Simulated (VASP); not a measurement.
# BP (F-43m) in VASP: a series of runs, part 2 of 2

VASP 6.6.1. The steps go on from the part before.

## Step 3: Single point, BHLYP

This run uses another cell than the first one, of 11.68 Å³/atom, 1.020 times its volume.

The input, POSCAR:

```
BP
1.0
    0.0000000000      2.2690000000      2.2690000000
    2.2690000000      0.0000000000      2.2690000000
    2.2690000000      2.2690000000      0.0000000000
P B
1 1
Direct
    0.7500000000      0.7500000000      0.7500000000
    0.0000000000      0.0000000000      0.0000000000
```

The input, INCAR.step1:

```
SYSTEM = BP
ALGO = Normal
EDIFF = 1E-5
ENCUT = 520
GGA = PE
ISIF = 2
ISMEAR = -1
LASPH = .TRUE.
LCHARG = .FALSE.
LREAL = .FALSE.
LWAVE = .TRUE.
NBANDS = 11
NELM = 60
PREC = Accurate
SIGMA = 0.05
```

The input, INCAR.step2:

```
SYSTEM = BP
AEXX = 0.5
AGGAC = 1.0
AGGAX = 0.5
ALDAC = 0.0
ALDAX = 0.5
ALGO = Normal
EDIFF = 1E-6
ENCUT = 520
GGA = B5
ISIF = 2
ISMEAR = -1
ISTART = 1
LASPH = .TRUE.
LCHARG = .FALSE.
LHFCALC = .TRUE.
LREAL = .FALSE.
LWAVE = .FALSE.
NBANDS = 11
NELM = 60
PREC = Accurate
PRECFOCK = Normal
SIGMA = 0.05
```

The input, KPOINTS:

```
k-points
0
G
  5 5 5
  0 0 0
```

Potentials or basis: VASP PAW PBE potentials, release 64 (P, B).

On the command line:

```sh
> cat potpaw_PBE.64/P/POTCAR potpaw_PBE.64/B/POTCAR > POTCAR
> cp INCAR.step1 INCAR
> mpirun -np 1 vasp_std > vasp.out
> cp INCAR.step2 INCAR
> mpirun -np 1 vasp_std > vasp.out
```

OUTCAR:

```text
SYSTEM = BP
   AEXX = 0.5
   EDIFF = 1E-6
   ENCUT = 520
   GGA = B5
   ISIF = 2
   ISMEAR = -1
   ISTART = 1
   LASPH = .TRUE.
   LHFCALC = .TRUE.
   LREAL = .FALSE.
   NELM = 60
   PREC = Accurate
   PRECFOCK = Normal

 ion  position               nearest neighbor table
   1  0.750  0.750  0.750-   2 1.97   2 1.97   2 1.97   2 1.97
   2  0.000  0.000  0.000-   1 1.97   1 1.97   1 1.97   1 1.97

  LATTYP: Found a face centered cubic cell.
 ALAT       =     4.5380000000

  Lattice vectors:

 A1 = (   0.0000000000,   2.2690000000,   2.2690000000)
 A2 = (   2.2690000000,   0.0000000000,   2.2690000000)
 A3 = (   2.2690000000,   2.2690000000,   0.0000000000)

Analysis of symmetry for initial positions (statically):
=====================================================================
 Subroutine PRICEL returns:
 Original cell was already a primitive cell.

 Routine SETGRP: Setting up the symmetry group for a
 face centered cubic supercell.

 Subroutine GETGRP returns: Found 24 space group operations
 (whereof 24 operations were pure point group operations)
 out of a pool of 48 trial point group operations.

The static configuration has the point symmetry T_d .

Analysis of symmetry for dynamics (positions and initial velocities):
=====================================================================
 Subroutine PRICEL returns:
 Original cell was already a primitive cell.

 Routine SETGRP: Setting up the symmetry group for a
 face centered cubic supercell.

 Subroutine GETGRP returns: Found 24 space group operations
 (whereof 24 operations were pure point group operations)
 out of a pool of 48 trial point group operations.

The dynamic configuration has the point symmetry T_d .

 Subroutine INISYM returns: Found 24 space group operations
 (whereof 24 operations are pure point group operations),
 and found     1 'primitive' translations

[... 113 lines left out ...]
   HFSCREENC=   0.0000 screening length for correlation (either q_TF or 0.3 A-1)
   ENCUTFOCK=  -1.0 apply spherical cutoff to Coloumb kernel
   IVDW    =     0    specifies the selected vdW correction
   LEPSILON=     F    determine dielectric tensor
   LRPA    =     F    only Hartree local field effects (RPA)
 non-spin polarized calculation
  energy-cutoff  :      520.00
  volume of cell :       23.36
 maximum number of plane-waves:       635
  NGX = 18; NGY = 18; NGZ = 18

 number of electron       8.0000000 magnetization

 Free energy of the ion-electron system (eV)
  ---------------------------------------------------
  ext. energy  EPLUGINS =         0.00000000
  ---------------------------------------------------
  free energy    TOTEN  =       -17.38925293 eV

  energy without entropy =      -17.38925293  energy(sigma->0) =      -17.38925293

 E-fermi :   7.1554     XC(G=0):  -5.6364

 val. band max:        6.0554109487   @ k =   0.0000   0.0000   0.0000
 cond. band min:      10.7224855795   @ k =   0.4000   0.4000   0.0000
 fundamental gap:      4.6670746309
 Fermi energy:         7.1553684636

 k-point     1 :       0.0000    0.0000    0.0000
  band No.  band energies     occupation
      1     -12.4930      2.00000
      2       6.0554      2.00000
      3       6.0554      2.00000
      4       6.0554      2.00000
      5      13.1782      0.00000
      6      13.1782      0.00000
      7      13.1782      0.00000
      8      17.8388      0.00000
      9      21.8059      0.00000
     10      22.7472      0.00000
     11      22.7472      0.00000
[... 113 lines left out ...]
 k-point    10 :      -0.4000    0.4000    0.2000
  band No.  band energies     occupation
      1      -7.4322      2.00000
      2      -3.0358      2.00000
      3      -0.4432      2.00000
      4       1.1635      2.00000
      5      14.4911      0.00000
      6      15.6157      0.00000
      7      17.0903      0.00000
      8      21.4069      0.00000
      9      22.2339      0.00000
     10      25.5335      0.00000
     11      29.2843      0.00000

------------------------ aborting loop because EDIFF is reached ----------------------------------------

  FORCE on cell =-STRESS in cart. coord.  units (eV):
  Direction    XX          YY          ZZ          XY          YZ          ZX
  --------------------------------------------------------------------------------------
  -------------------------------------------------------------------------------------
  Total       -0.1159054     -0.1159054     -0.1159054      0.0000000      0.0000000      0.0000000
  in kB       -7.9484166     -7.9484166     -7.9484166      0.0000000      0.0000000      0.0000000
  external PRESSURE =      -7.9484166 kB  Pullay stress =       0.0000000 kB

 VOLUME and BASIS-vectors are now :
 -----------------------------------------------------------------------------
  energy-cutoff  :      520.00
  volume of cell :       23.36
      direct lattice vectors                 reciprocal lattice vectors
     0.000000000  2.269000000  2.269000000    -0.220361393  0.220361393  0.220361393
     2.269000000  0.000000000  2.269000000     0.220361393 -0.220361393  0.220361393
     2.269000000  2.269000000  0.000000000     0.220361393  0.220361393 -0.220361393

 POSITION                                       TOTAL-FORCE (eV/Angst)
 -----------------------------------------------------------------------------------
      3.40350      3.40350      3.40350        -0.000000     -0.000000     -0.000000
      0.00000      0.00000      0.00000         0.000000      0.000000      0.000000
 -----------------------------------------------------------------------------------
    total drift:                               -0.000000     -0.000000     -0.000000

  FREE ENERGIE OF THE ION-ELECTRON SYSTEM (eV)
  ---------------------------------------------------
  free  energy   TOTEN  =       -17.3892529267 eV

  energy  without entropy=      -17.3892529267  energy(sigma->0) =      -17.38925293
```

Run time: 60 s. Hardware: 1 thread of Intel Xeon 6975P-C (Granite Rapids), shared host; peak memory 0.13 GiB.

Results:

```yaml
Free_energy: -17.3893 eV
Pressure: -0.8 GPa
Band_gap_on_the_k_mesh: 4.67 eV, indirect (least direct gap 7.12 eV)
```

Caveat: the k points lie up to 0.48 Å⁻¹ apart; the PAW data sets were made with another functional, which shifts forces and pressure a little.
